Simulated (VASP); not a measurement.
# Hf (P6_3/mmc) in VASP: further runs

Runs on Hf. Level: revPBE. Tasks: single point.

Everything below comes from runs of VASP 6.6.1. Logs are shortened: lines on timing, memory, paths and dates and some standing lists are left out, and cuts for length are marked.

## 1. The cell of the first run

It takes space group P6_3/mmc (No. 194, hexagonal). The conventional cell has a = 3.220 Å, b = 3.220 Å, c = 10.303 Å, α = 90.00°, β = 90.00°, γ = 120.00°. Within 4.2 Å of Hf (site symmetry -3m) lie 12 Hf at 3.18 to 3.22 Å. Hf (site symmetry -6m2) has 12 Hf at 3.18 to 3.22 Å within 4.2 Å.

## 2. Single point, revPBE

Contents of INCAR:

```
ALGO = Normal
EDIFF = 1E-6
ENCUT = 520
GGA = RE
ISIF = 2
ISMEAR = -1
LASPH = T
LCHARG = F
LREAL = F
LWAVE = F
NBANDS = 28
NELM = 100
PREC = Accurate
SIGMA = 0.1
```

Contents of KPOINTS:

```
k-points
0
Gamma
  11 11 3
```

Contents of POSCAR:

```
Hf
1.0
    3.2201780929      0.0000000000      0.0000000000
   -1.6100890464      2.7887560332      0.0000000000
    0.0000000000      0.0000000000     10.3029246794
Hf
4
Direct
    1.0000000000      0.0000000000      1.0000000000
    1.0000000000      0.0000000000      0.5000000000
    0.3333333333      0.6666666667      0.2500000000
    0.6666666667      0.3333333333      0.7500000000
```

Potentials or basis: VASP PAW PBE potentials, release 64 (Hf_pv).

On the command line:

```
$ cat potpaw_PBE.64/Hf_pv/POTCAR > POTCAR
$ mpirun -np 1 vasp_std > vasp.out
```

OUTCAR:

```text
EDIFF = 1E-6
   ENCUT = 520
   GGA = RE
   ISIF = 2
   ISMEAR = -1
   LASPH = T
   LREAL = F
   NELM = 100
   PREC = Accurate

 ion  position               nearest neighbor table
   1  0.000  0.000  0.000-   3 3.18   4 3.18   4 3.18   3 3.18   4 3.18   3 3.18
   2  0.000  0.000  0.500-   3 3.18   4 3.18   4 3.18   3 3.18   4 3.18   3 3.18
   3  0.333  0.667  0.250-   1 3.18   2 3.18   1 3.18   2 3.18   1 3.18   2 3.18
   4  0.667  0.333  0.750-   1 3.18   2 3.18   1 3.18   2 3.18   1 3.18   2 3.18

  LATTYP: Found a hexagonal cell.
 ALAT       =     3.2201780929
 C/A-ratio  =     3.1994890910

  Lattice vectors:

 A1 = (   3.2201780929,   0.0000000000,   0.0000000000)
 A2 = (  -1.6100890464,   2.7887560332,   0.0000000000)
 A3 = (   0.0000000000,   0.0000000000,  10.3029246794)

Analysis of symmetry for initial positions (statically):
=====================================================================
 Subroutine PRICEL returns:
 Original cell was already a primitive cell.

 Routine SETGRP: Setting up the symmetry group for a
 hexagonal supercell.

 Subroutine GETGRP returns: Found 24 space group operations
 (whereof 12 operations were pure point group operations)
 out of a pool of 24 trial point group operations.

The static configuration has the point symmetry D_3d.
 The point group associated with its full space group is D_6h.

Analysis of symmetry for dynamics (positions and initial velocities):
=====================================================================
 Subroutine PRICEL returns:
 Original cell was already a primitive cell.

 Routine SETGRP: Setting up the symmetry group for a
 hexagonal supercell.

 Subroutine GETGRP returns: Found 24 space group operations
 (whereof 12 operations were pure point group operations)
 out of a pool of 24 trial point group operations.

The dynamic configuration has the point symmetry D_3d.
 The point group associated with its full space group is D_6h.

 Subroutine INISYM returns: Found 24 space group operations
 (whereof 12 operations are pure point group operations),
 and found     1 'primitive' translations

----------------------------------------------------------------------------------------

                                     Primitive cell

  volume of cell :      92.5233

  direct lattice vectors                    reciprocal lattice vectors
     3.220178093  0.000000000  0.000000000     0.310541831  0.179291410  0.000000000
    -1.610089046  2.788756033  0.000000000     0.000000000  0.358582819  0.000000000
     0.000000000  0.000000000 10.302924679     0.000000000  0.000000000  0.097059819

  length of vectors
     3.220178093  3.220178093 10.302924679     0.358582819  0.358582819  0.097059819

  position of ions in fractional coordinates (direct lattice)
     0.000000000  0.000000000  0.000000000
     0.000000000  0.000000000  0.500000000
     0.333333333  0.666666667  0.250000000
     0.666666667  0.333333333  0.750000000

  ion indices of the primitive-cell ions
   primitive index   ion index
                 1           1
                 2           2
                 3           3
                 4           4

----------------------------------------------------------------------------------------

 KPOINTS: k-points

Automatic generation of k-mesh.
 Grid dimensions read from file:
 generate k-points for:   11   11    3

 Generating k-lattice:

  Cartesian coordinates                     Fractional coordinates (reciprocal lattice)
     0.028231076  0.016299219  0.000000000     0.090909091 -0.000000000  0.000000000
     0.000000000  0.032598438  0.000000000     0.000000000  0.090909091  0.000000000
     0.000000000  0.000000000  0.032353273     0.000000000  0.000000000  0.333333333

  Length of vectors
     0.032598438  0.032598438  0.032353273

  Shift w.r.t. Gamma in fractional coordinates (k-lattice)
     0.000000000  0.000000000  0.000000000

 Subroutine IBZKPT returns following result:
 ===========================================

 Found     32 irreducible k-points:

 Following reciprocal coordinates:
            Coordinates               Weight
  0.000000  0.000000  0.000000      1.000000
  0.090909  0.000000  0.000000      6.000000
  0.181818  0.000000  0.000000      6.000000
  0.272727  0.000000  0.000000      6.000000
  0.363636  0.000000  0.000000      6.000000
  0.454545  0.000000  0.000000      6.000000
[... 16 lines left out ...]
  0.090909  0.090909  0.333333     12.000000
  0.181818  0.090909  0.333333     24.000000
 [... further k-points ...]
   k-points           NKPTS =     32   k-points in BZ     NKDIM =     32   number of bands    NBANDS=     28
   number of dos      NEDOS =    301   number of ions     NIONS =      4
   total plane-waves  NPLWV =  46080
   dimension x,y,z NGX =    24 NGY =   24 NGZ =   80
   dimension x,y,z NGXF=    48 NGYF=   48 NGZF=  160
   ions per type =               4
   NGX,Y,Z   is equivalent  to a cutoff of  12.39, 12.39, 12.91 a.u.
[... 58 lines left out ...]

 E-fermi :   4.6551     XC(G=0): -11.0887

 val. band max:        4.6494373782   @ k =   0.3636   0.2727   0.3333
 cond. band min:       4.6609581627   @ k =   0.3636   0.1818   0.0000
 fundamental gap:      0.0115207845
 Fermi energy:         4.6551391339

 k-point     1 :       0.0000    0.0000    0.0000
  band No.  band energies     occupation
      1     -26.3401      2.00000
      2     -25.9921      2.00000
      3     -25.9583      2.00000
      4     -25.7037      2.00000
      5     -25.7037      2.00000
      6     -25.6651      2.00000
[... 20 lines left out ...]
     27       6.4895      0.00000
     28       6.4895      0.00000

 k-point     2 :       0.0909    0.0000    0.0000
  band No.  band energies     occupation
      1     -26.3212      2.00000
      2     -25.9993      2.00000
      3     -25.9653      2.00000
      4     -25.7445      2.00000
      5     -25.7171      2.00000
      6     -25.6947      2.00000
[... 20 lines left out ...]
     27       6.5737      0.00000
     28       6.6947      0.00000

 k-point     3 :       0.1818    0.0000    0.0000
  band No.  band energies     occupation
      1     -26.2683      2.00000
      2     -26.0353      2.00000
      3     -25.9982      2.00000
      4     -25.8487      2.00000
      5     -25.7767      2.00000
      6     -25.7520      2.00000
[... 20 lines left out ...]
     27       7.0597      0.00000
     28       7.1210      0.00000

 k-point     4 :       0.2727    0.0000    0.0000
  band No.  band energies     occupation
      1     -26.1960      2.00000
      2     -26.1228      2.00000
      3     -26.0690      2.00000
      4     -25.9794      2.00000
      5     -25.9139      2.00000
      6     -25.7958      2.00000
[... 20 lines left out ...]
     27       7.2132      0.00000
     28       7.8294      0.00000

 k-point     5 :       0.3636    0.0000    0.0000
  band No.  band energies     occupation
      1     -26.2298      2.00000
      2     -26.2011      2.00000
      3     -26.0984      2.00000
      4     -26.0651      2.00000
      5     -26.0430      2.00000
      6     -25.8348      2.00000
[... 20 lines left out ...]
     27       7.3961      0.00000
     28       8.9577      0.00000

 k-point     6 :       0.4545    0.0000    0.0000
  band No.  band energies     occupation
      1     -26.2986      2.00000
      2     -26.2565      2.00000
      3     -26.1696      2.00000
      4     -26.1174      2.00000
      5     -25.9807      2.00000
      6     -25.8622      2.00000
[... 463 lines left out ...]
      5     -25.9661      2.00000
      6     -25.8691      2.00000
[... 20 lines left out ...]
     27       8.3102      0.00000
     28       9.0654      0.00000

 k-point    22 :       0.4545    0.0000    0.3333
  band No.  band energies     occupation
      1     -26.2762      2.00000
      2     -26.2341      2.00000
      3     -26.2093      2.00000
      4     -26.1615      2.00000
      5     -25.9290      2.00000
      6     -25.8667      2.00000
[... 20 lines left out ...]
     27       8.6424      0.00000
     28       9.9499      0.00000

 k-point    23 :       0.0909    0.0909    0.3333
  band No.  band energies     occupation
      1     -26.2480      2.00000
      2     -26.1458      2.00000
      3     -25.8612      2.00000
      4     -25.8015      2.00000
      5     -25.7682      2.00000
      6     -25.7636      2.00000
[... 20 lines left out ...]
     27       6.6862      0.00000
     28       6.7177      0.00000

 k-point    24 :       0.1818    0.0909    0.3333
  band No.  band energies     occupation
      1     -26.2005      2.00000
      2     -26.1449      2.00000
      3     -25.9725      2.00000
      4     -25.9101      2.00000
      5     -25.8819      2.00000
      6     -25.8339      2.00000
[... 20 lines left out ...]
     27       7.1932      0.00000
     28       7.3873      0.00000

 [... further k-points ...]

------------------------ aborting loop because EDIFF is reached ----------------------------------------

  FORCE on cell =-STRESS in cart. coord.  units (eV):
  Direction    XX          YY          ZZ          XY          YZ          ZX
  --------------------------------------------------------------------------------------
  -------------------------------------------------------------------------------------
  Total       -0.2599268     -0.2599268     -0.3036058     -0.0000000      0.0000000      0.0000000
  in kB       -4.5010170     -4.5010170     -5.2573832     -0.0000000      0.0000000      0.0000000
  external PRESSURE =      -4.7531391 kB  Pullay stress =       0.0000000 kB

 VOLUME and BASIS-vectors are now :
 -----------------------------------------------------------------------------
  energy-cutoff  :      520.00
  volume of cell :       92.52
      direct lattice vectors                 reciprocal lattice vectors
     3.220178093  0.000000000  0.000000000     0.310541831  0.179291410  0.000000000
    -1.610089046  2.788756033  0.000000000     0.000000000  0.358582819  0.000000000
     0.000000000  0.000000000 10.302924679     0.000000000  0.000000000  0.097059819

 POSITION                                       TOTAL-FORCE (eV/Angst)
 -----------------------------------------------------------------------------------
      0.00000      0.00000      0.00000        -0.000000      0.000000      0.000000
      0.00000      0.00000      5.15146        -0.000000      0.000000      0.000000
     -0.00000      1.85917      2.57573        -0.000000      0.000000      0.000000
      1.61009      0.92959      7.72719         0.000000     -0.000000     -0.000000
 -----------------------------------------------------------------------------------
    total drift:                               -0.000000      0.000000     -0.000000

  FREE ENERGIE OF THE ION-ELECTRON SYSTEM (eV)
  ---------------------------------------------------
  free  energy   TOTEN  =       -38.2319329167 eV

  energy  without entropy=      -38.0606695982  energy(sigma->0) =      -38.14630126
```

Run time: 33 s. Hardware: 1 thread of AMD EPYC 9R45 (Zen 5), shared host; peak memory 0.2 GiB.

Results:

| Quantity | Value |
| --- | --- |
| Free energy | -38.2319 eV |
| Pressure | -0.5 GPa |
| Band gap on the k mesh | zero (band 20 reaches 5.82 eV, above the bottom of band 21 at 4.26 eV) |

Levels at points of the mesh, in eV from the Fermi level:
```
           k point  band 18  band 19  band 20  band 21  band 22  band 23
(0.00, 0.00, 0.00)     0.21     0.53     1.07     1.07     1.18     1.18
```

Caveat: the PAW data sets were made with another functional, which shifts forces and pressure a little; spin-orbit coupling is left out, which moves the levels of the heavy elements.

## 3. Single point, revPBE (volume scaled by 0.88)

Contents of INCAR:

```
SYSTEM = Hf
ALGO = Normal ; EDIFF = 1E-7
ENCUT = 520 ; GGA = RE
ISIF = 2 ; ISMEAR = -1
LASPH = .TRUE. ; LCHARG = .FALSE.
LREAL = .FALSE. ; LWAVE = .FALSE.
NBANDS = 28 ; NELM = 60
PREC = Accurate ; SIGMA = 0.1
```

Contents of KPOINTS:

```
k-points
0
G
  13 13 4
  0 0 0
```

Contents of POSCAR:

```
Hf
1.0
    3.0858450515      0.0000000000      0.0000000000
   -1.5429225257      2.6724202068      0.0000000000
    0.0000000000      0.0000000000      9.8731275789
Hf
4
Direct
    1.0000000000      0.0000000000      1.0000000000
    1.0000000000      0.0000000000      0.5000000000
    0.3333333333      0.6666666667      0.2500000000
    0.6666666667      0.3333333333      0.7500000000
```

Potentials or basis: VASP PAW PBE potentials, release 64 (Hf_pv).

On the command line:

```
$ cat potpaw_PBE.64/Hf_pv/POTCAR > POTCAR
$ mpirun -np 1 vasp_std > vasp.out
```

It took 59 s on 1 thread of AMD EPYC 9R45 (Zen 5), shared host; peak memory 0.23 GiB.

The run converged. Its results:

```yaml
Free_energy: -37.7580 eV
Pressure: 15.5 GPa
Band_gap_on_the_k_mesh: zero (band 20 reaches 6.68 eV, above the bottom of band 21 at 4.98 eV)
```

Stress tensor (GPa, compression positive):
```
15.39  0.00  0.00
 0.00 15.39  0.00
 0.00  0.00 15.58
```

Levels at points of the mesh, in eV from the Fermi level:
| k point | band 17 | band 18 | band 19 | band 20 | band 21 | band 22 | band 23 | band 24 |
| --- | --- | --- | --- | --- | --- | --- | --- | --- |
| (0.00, 0.00, 0.00) | 0.13 | 0.18 | 1.02 | 1.07 | 1.07 | 1.21 | 1.21 | 1.58 |
| (0.00, 0.00, 0.50) | 0.32 | 0.32 | 1.02 | 1.02 | 1.29 | 1.29 | 1.29 | 1.29 |

Caveat: the PAW data sets were made with another functional, which shifts forces and pressure a little; spin-orbit coupling is left out, which moves the levels of the heavy elements.

## 4. Single point, revPBE (volume scaled by 0.92)

Contents of INCAR:

```
PREC = Accurate
ENCUT = 520
EDIFF = 1E-7
ISMEAR = -1
SIGMA = 0.1
LREAL = F
LASPH = T
NELM = 80
ALGO = Normal
ISIF = 2
LWAVE = F
LCHARG = F
GGA = RE
NBANDS = 28
```

Contents of KPOINTS:

```
Automatic mesh
0
Gamma
  13 13 4
```

Contents of POSCAR:

```
Hf
1.0
    3.1319092316      0.0000000000      0.0000000000
   -1.5659546158      2.7123129569      0.0000000000
    0.0000000000      0.0000000000     10.0205094206
Hf
4
Direct
    1.0000000000      0.0000000000      1.0000000000
    1.0000000000      0.0000000000      0.5000000000
    0.3333333333      0.6666666667      0.2500000000
    0.6666666667      0.3333333333      0.7500000000
```

On the command line:

```
$ cat potpaw_PBE.64/Hf_pv/POTCAR > POTCAR
$ mpirun -np 1 vasp_std > vasp.out
```

It took 70 s on 1 thread of AMD EPYC 9R45 (Zen 5), shared host; peak memory 0.23 GiB.

It converged, with:

| Quantity | Value |
| --- | --- |
| Free energy | -38.0417 eV |
| Pressure | 9.2 GPa |
| Band gap on the k mesh | zero (band 20 reaches 6.37 eV, above the bottom of band 21 at 4.68 eV) |

Levels at points of the mesh, in eV from the Fermi level:
| k point | band 16 | band 17 | band 18 | band 19 | band 20 | band 21 | band 22 | band 23 | band 24 | band 25 |
| --- | --- | --- | --- | --- | --- | --- | --- | --- | --- | --- |
| (0.00, 0.00, 0.00) | -3.77 | 0.15 | 0.19 | 0.84 | 1.08 | 1.08 | 1.21 | 1.21 | 1.56 | 1.71 |
| (0.00, 0.00, 0.50) | -4.10 | 0.22 | 0.22 | 1.03 | 1.03 | 1.29 | 1.29 | 1.29 | 1.29 | 1.59 |

Caveat: the PAW data sets were made with another functional, which shifts forces and pressure a little; spin-orbit coupling is left out, which moves the levels of the heavy elements.

## 5. Single point, revPBE (volume scaled by 0.96)

Contents of INCAR:

```
SYSTEM = Hf
  PREC = Accurate
  ENCUT = 520
  EDIFF = 1E-6
  ISMEAR = -1
  SIGMA = 0.1
  LREAL = .FALSE.
  LASPH = .TRUE.
  NELM = 100
  ALGO = Normal
  ISIF = 2
  LWAVE = .FALSE.
  LCHARG = .FALSE.
  GGA = RE
  NBANDS = 28
```

Contents of KPOINTS:

```
Automatic mesh
0
G
  13 13 4
  0 0 0
```

Contents of POSCAR:

```
Hf
1.0
    3.1766568377      0.0000000000      0.0000000000
   -1.5883284188      2.7510655205      0.0000000000
    0.0000000000      0.0000000000     10.1636788981
Hf
4
Direct
    1.0000000000      0.0000000000      1.0000000000
    1.0000000000      0.0000000000      0.5000000000
    0.3333333333      0.6666666667      0.2500000000
    0.6666666667      0.3333333333      0.7500000000
```

On the command line:

```
$ cat potpaw_PBE.64/Hf_pv/POTCAR > POTCAR
$ mpirun -np 1 vasp_std > vasp.out
```

Wall time 68 s (1 thread of AMD EPYC 9R45 (Zen 5), shared host); peak memory 0.24 GiB.

It converged, with:

- Free energy: -38.1931 eV
- Pressure: 4.0 GPa
- Band gap on the k mesh: zero (band 20 reaches 6.07 eV, above the bottom of band 21 at 4.41 eV)

Stress tensor (GPa, compression positive):
```
4.00 0.00 0.00
0.00 4.00 0.00
0.00 0.00 3.89
```

Levels at points of the mesh, in eV from the Fermi level:
```
           k point  band 17  band 18  band 19  band 20  band 21  band 22  band 23  band 24
(0.00, 0.00, 0.00)     0.16     0.21     0.67     1.09     1.09     1.20     1.20     1.53
(0.00, 0.00, 0.50)     0.14     0.14     1.02     1.02     1.28     1.28     1.28     1.28
```

Caveat: the PAW data sets were made with another functional, which shifts forces and pressure a little; spin-orbit coupling is left out, which moves the levels of the heavy elements.

## 6. Summary

| cell | k mesh | gap on the mesh (eV) | pressure (GPa) |
| --- | --- | --- | --- |
| a = 3.220, b = 3.220, c = 10.303 Å, angles 90.0, 90.0, 120.0°, 4 atoms | 11 × 11 × 3 | none | -0.5 |
| a = 3.086, b = 3.086, c = 9.873 Å, angles 90.0, 90.0, 120.0°, 4 atoms | 13 × 13 × 4 | none | 15.5 |
| a = 3.132, b = 3.132, c = 10.021 Å, angles 90.0, 90.0, 120.0°, 4 atoms | 13 × 13 × 4 | none | 9.2 |
| a = 3.177, b = 3.177, c = 10.164 Å, angles 90.0, 90.0, 120.0°, 4 atoms | 13 × 13 × 4 | none | 4.0 |

Alike in all rows: task single point; level revPBE; potentials or basis VASP PAW PBE potentials, release 64 (Hf_pv); no spin polarisation; cutoff (eV) 520; smearing fermi-dirac 0.1 eV.

Caveats: the PAW data sets were made with another functional, which shifts forces and pressure a little; spin-orbit coupling is left out, which moves the levels of the heavy elements.

Total energies depend on the potentials used, so only differences within one code and one set of settings carry meaning.
